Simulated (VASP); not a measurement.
# Ta3HN3 in VASP: a series of runs, part 2 of 2

VASP 6.6.1. The steps go on from the part before.

## (3) Single point, PBE, collinear spin

File INCAR:

```
PREC = Accurate ; ENCUT = 520
EDIFF = 1E-6 ; ISMEAR = 0
SIGMA = 0.1 ; LREAL = F
LASPH = T ; NELM = 150
ALGO = Fast ; ISIF = 2
LWAVE = F ; LCHARG = F
ISPIN = 2 ; MAGMOM = 0 0 0 0 0 0 1
LORBIT = 11 ; LMAXMIX = 4
LDIPOL = T ; IDIPOL = 3
DIPOL = 0.5 0.5 0.318 ; GGA = PE
NBANDS = 38
```

File KPOINTS:

```
Automatic mesh
0
Gamma
  9 9 1
```

File POSCAR:

```
Ta3HN3
1.0
    3.1228193035      0.0000000000      0.0000000000
    0.0000000000      3.1228193035      0.0000000000
    0.0000000000      0.0000000000     21.5908392430
Ta N H
3 3 1
Direct
    0.0000000000      0.0000000000      0.1852637572
    0.5000000000      0.5000000000      0.2890369107
    0.0000000000      0.0000000000      0.3832407719
    0.5000000000      0.5000000000      0.1852637572
    0.0000000000      0.0000000000      0.2843927699
    0.5000000000      0.5000000000      0.3978927890
    1.0000000000      1.0000000000      0.5021036524
```

Potentials or basis: VASP PAW PBE potentials, release 64 (Ta_pv, N, H).

Launch:

```console
$ cat potpaw_PBE.64/Ta_pv/POTCAR potpaw_PBE.64/N/POTCAR potpaw_PBE.64/H/POTCAR > POTCAR
$ mpirun -np 1 vasp_std > vasp.out
```

OUTCAR:

```text
PREC = Accurate
   ENCUT = 520
   EDIFF = 1E-6
   ISMEAR = 0
   LREAL = F
   LASPH = T
   NELM = 150
   ISIF = 2
   ISPIN = 2
   LORBIT = 11
   GGA = PE

 ion  position               nearest neighbor table
   1  0.000  0.000  0.185-   5 2.14   4 2.21   4 2.21   4 2.21   4 2.21   2 3.15   2 3.15   2 3.15
                             2 3.15
   2  0.500  0.500  0.289-   5 2.21   5 2.21   5 2.21   5 2.21   4 2.24   6 2.35   3 3.00   3 3.00
                             3 3.00   3 3.00   1 3.15   1 3.15   1 3.15   1 3.15
   3  0.000  0.000  0.383-   5 2.13   6 2.23   6 2.23   6 2.23   6 2.23   2 3.00   2 3.00   2 3.00
                             2 3.00
   4  0.500  0.500  0.185-   1 2.21   1 2.21   1 2.21   1 2.21   2 2.24
   5  0.000  0.000  0.284-   3 2.13   1 2.14   2 2.21   2 2.21   2 2.21   2 2.21
   6  0.500  0.500  0.398-   3 2.23   3 2.23   3 2.23   3 2.23   2 2.35
   7  0.000  0.000  0.502-

  LATTYP: Found a simple tetragonal cell.
 ALAT       =     3.1228193035
 C/A-ratio  =     6.9138932306

  Lattice vectors:

 A1 = (   3.1228193035,   0.0000000000,   0.0000000000)
 A2 = (   0.0000000000,   3.1228193035,   0.0000000000)
 A3 = (   0.0000000000,   0.0000000000,  21.5908392430)

Analysis of symmetry for initial positions (statically):
=====================================================================
 Subroutine PRICEL returns:
 Original cell was already a primitive cell.

 Routine SETGRP: Setting up the symmetry group for a
 simple tetragonal supercell.

 Subroutine GETGRP returns: Found  8 space group operations
 (whereof  8 operations were pure point group operations)
 out of a pool of 16 trial point group operations.

The static configuration has the point symmetry C_4v.

Analysis of symmetry for dynamics (positions and initial velocities):
=====================================================================
 Subroutine PRICEL returns:
 Original cell was already a primitive cell.

[... 769 lines left out ...]

 spin component 2

 k-point     1 :       0.0000    0.0000    0.0000
  band No.  band energies     occupation
      1     -36.9163      1.00000
      2     -36.5322      1.00000
      3     -36.5322      1.00000
      4     -36.5302      1.00000
      5     -36.3024      1.00000
      6     -36.3024      1.00000
[... 574 lines left out ...]
     35       3.8883      0.00000
     36       4.2763      0.00000
 [bands above 36 left out]

------------------------ aborting loop because EDIFF is reached ----------------------------------------

 vacuum level on the upper side and lower side of the slab       (xc-potential included)         1.340        -1.656

  FORCE on cell =-STRESS in cart. coord.  units (eV):
  Direction    XX          YY          ZZ          XY          YZ          ZX
  --------------------------------------------------------------------------------------
  -------------------------------------------------------------------------------------
  Total       -7.9074373     -7.9074373     -3.5575359      0.0000000     -0.0000000      0.0000000
  in kB      -60.1704289    -60.1704289    -27.0705223      0.0000000     -0.0000000      0.0000000
  external PRESSURE =     -49.1371267 kB  Pullay stress =       0.0000000 kB

 VOLUME and BASIS-vectors are now :
 -----------------------------------------------------------------------------
  energy-cutoff  :      520.00
  volume of cell :      210.55
      direct lattice vectors                 reciprocal lattice vectors
     3.122819304  0.000000000  0.000000000     0.320223459  0.000000000  0.000000000
     0.000000000  3.122819304  0.000000000     0.000000000  0.320223459  0.000000000
     0.000000000  0.000000000 21.590839243     0.000000000  0.000000000  0.046315939

 POSITION                                       TOTAL-FORCE (eV/Angst)
 -----------------------------------------------------------------------------------
      0.00000      0.00000      4.00000         0.000000     -0.000000      1.570403
      1.56141      1.56141      6.24055         0.000000      0.000000      0.019150
      0.00000      0.00000      8.27449         0.000000     -0.000000      3.645355
      1.56141      1.56141      4.00000         0.000000     -0.000000     -1.435711
      0.00000      0.00000      6.14028         0.000000     -0.000000     -0.850782
      1.56141      1.56141      8.59084         0.000000     -0.000000     -1.271524
      0.00000      0.00000     10.84084        -0.000000     -0.000000     -1.676892
 -----------------------------------------------------------------------------------
    total drift:                                0.000000     -0.000000      0.000178

  FREE ENERGIE OF THE ION-ELECTRON SYSTEM (eV)
  ---------------------------------------------------
  free  energy   TOTEN  =       -65.7391617361 eV

  energy  without entropy=      -65.7194523728  energy(sigma->0) =      -65.72930705

 vacuum level on the upper side and lower side of the slab         5.817         2.740

 total charge

# of ion       s       p       d       tot
------------------------------------------
    1        0.283   6.179   2.318   8.780
    2        0.266   6.211   2.483   8.961
    3        0.277   6.202   2.274   8.753
    4        1.237   2.458   0.000   3.695
    5        1.232   2.528   0.000   3.760
    6        1.252   2.388   0.000   3.640
    7        0.389   0.001   0.000   0.390
--------------------------------------------------
tot          4.937  25.968   7.075  37.979

 magnetization (x)

# of ion       s       p       d       tot
------------------------------------------
    1       -0.007  -0.004  -0.089  -0.100
    2       -0.000  -0.000  -0.017  -0.017
    3       -0.003   0.000  -0.045  -0.047
    4       -0.000   0.008   0.000   0.008
    5       -0.001   0.007   0.000   0.006
    6        0.001   0.013   0.000   0.014
    7        0.148  -0.000   0.000   0.148
--------------------------------------------------
tot          0.138   0.024  -0.150   0.012
```

OSZICAR:

```text
N       E                     dE             d eps       ncg     rms          rms(c)
DAV:   1     0.394579949099E+03    0.39458E+03   -0.25854E+04  2632   0.113E+03
DAV:   2    -0.439850987200E+02   -0.43857E+03   -0.41926E+03  2814   0.316E+02
DAV:   3    -0.745931194904E+02   -0.30608E+02   -0.29850E+02  2864   0.778E+01
[... 29 lines left out ...]
RMM:  33    -0.657391508271E+02   -0.33801E-05   -0.29704E-07  1416   0.191E-03    0.488E-04
RMM:  34    -0.657391543041E+02   -0.34769E-05   -0.14826E-07  1211   0.144E-03    0.368E-04
RMM:  35    -0.657391587794E+02   -0.44754E-05   -0.22450E-07  1239   0.142E-03    0.213E-04
RMM:  36    -0.657391608907E+02   -0.21113E-05   -0.16568E-07  1143   0.121E-03    0.181E-04
RMM:  37    -0.657391617361E+02   -0.84539E-06   -0.90334E-08  1004   0.975E-04
   1 F= -.65739162E+02 E0= -.65729307E+02  d E =-.197094E-01  mag=     0.1188
```

It took 16 min on 1 thread of Oxide Virtual Turin-like, shared host; peak memory 0.43 GiB.

Results:

```yaml
Free_energy: -65.7392 eV
Largest_force: 3.645 eV/Å
Net_moment: 0.12 μB per cell
Site_moments: Ta -0.10, -0.02, -0.05; N +0.01; H +0.15 μB
Valence_electrons_inside_the_program's_atomic_spheres: Ta 8.78, 8.96, 8.75; N 3.69, 3.76, 3.64; H 0.39
```

Forces on the atoms (eV/Å):
```
Ta   0.000  0.000  1.570
Ta   0.000  0.000  0.019
Ta   0.000  0.000  3.645
N    0.000  0.000 -1.436
N    0.000  0.000 -0.851
N    0.000  0.000 -1.272
H    0.000  0.000 -1.677
```
